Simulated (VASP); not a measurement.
Input of a VASP 6.6.1 run:

INCAR

```
ALGO = Normal
EDIFF = 1E-7
ENCUT = 520
GGA = PE
ISIF = 2
ISMEAR = 0
ISPIN = 2
LASPH = T
LCHARG = F
LMAXMIX = 4
LORBIT = 11
LREAL = F
LWAVE = F
MAGMOM = 1 0 0
NBANDS = 24
NELM = 150
PREC = Accurate
SIGMA = 0.1
```

File KPOINTS:

```
k-points
0
Gamma
  6 6 6
```

File POSCAR:

```
TiClF
1.0
    4.3026230500      0.0000000000      0.0000000000
   -2.1513115200      3.7261808600      0.0000000000
    0.0000000000      0.0000000000      3.4504713300
Ti Cl F
1 1 1
Direct
    0.3333333300      0.6666666700      0.5000000000
    0.0000000000      0.0000000000      0.5000000000
    0.6666666700      0.3333333300      0.0000000000
```

Potentials or basis: VASP PAW PBE potentials, release 64 (Ti_sv, Cl, F).

The run is started by

```sh
$ cat potpaw_PBE.64/Ti_sv/POTCAR potpaw_PBE.64/Cl/POTCAR potpaw_PBE.64/F/POTCAR > POTCAR
$ mpirun -np 1 vasp_std > vasp.out
```

(1) What does it give for the pressure?

(2) What does it give for the site moments?

(3) Estimate the band gap on the k mesh.

(4) What does it give for the net moment?

## Answers

(1) -7.0 GPa.

(2) Ti +1.59; Cl -0.06; F +0.03 μB.

(3) zero (filled and empty bands overlap).

(4) 2.00 μB per cell.

Caveat: the cell stands under tension; semilocal functionals often make such compounds metallic where correlation or magnetic order opens a gap, which also shifts bond lengths.
